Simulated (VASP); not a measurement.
Set up this calculation in VASP 6.6.1, as the native input.

| Quantity | Value |
| --- | --- |
| Task | single point |
| Functional | PBEsol |
| Potentials or basis | VASP PAW PBE potentials, release 64 (B, N) |
| Cutoff | 520 eV |
| k mesh | 9 × 9 × 6 |
| Occupations | gaussian, width 0.01 eV |
| Spin | no spin polarisation |
| Dipole correction | no |
| Further INCAR settings | ALGO = Normal; EDIFF = 1e-06; NBANDS = 16 |

The structure of BN lies in POSCAR:

```
BN
1.0
    2.5659661661      0.0000000000      0.0000000000
   -1.2829830830      2.2221918851      0.0000000000
    0.0000000000      0.0000000000      4.1977517949
B N
2 2
Direct
    0.3333333333      0.6666666667     -0.0003696467
    0.6666666667      0.3333333333      0.4996303533
    0.3333333333      0.6666666667      0.3743696467
    0.6666666667      0.3333333333      0.8743696467
```

These files were run (other wordings do the same):

INCAR

```
SYSTEM = BN
ALGO = Normal ; EDIFF = 1E-6
ENCUT = 520 ; GGA = PS
ISIF = 2 ; ISMEAR = 0
LASPH = .True. ; LCHARG = .False.
LREAL = .False. ; LWAVE = .False.
NBANDS = 16 ; NELM = 100
PREC = Accurate ; SIGMA = 0.01
```

KPOINTS

```
k-points
0
Gamma
  9 9 6
  0 0 0
```

Potentials or basis: VASP PAW PBE potentials, release 64 (B, N).

Command:

```console
$ cat potpaw_PBE.64/B/POTCAR potpaw_PBE.64/N/POTCAR > POTCAR
$ mpirun -np 1 vasp_std > vasp.out
```

Results of the run:

The pressure is -6.2 GPa and the band gap on the k mesh is 5.03 eV (least direct gap 8.07 eV).

Caveat: the cell stands under tension; the PAW data sets were made with another functional, which shifts forces and pressure a little; an odd mesh through Γ misses points on the zone boundary, where band edges can lie.

It took 26 s on 1 thread of Intel Xeon 8259CL, with other jobs on the host, peak memory 0.14 GiB.
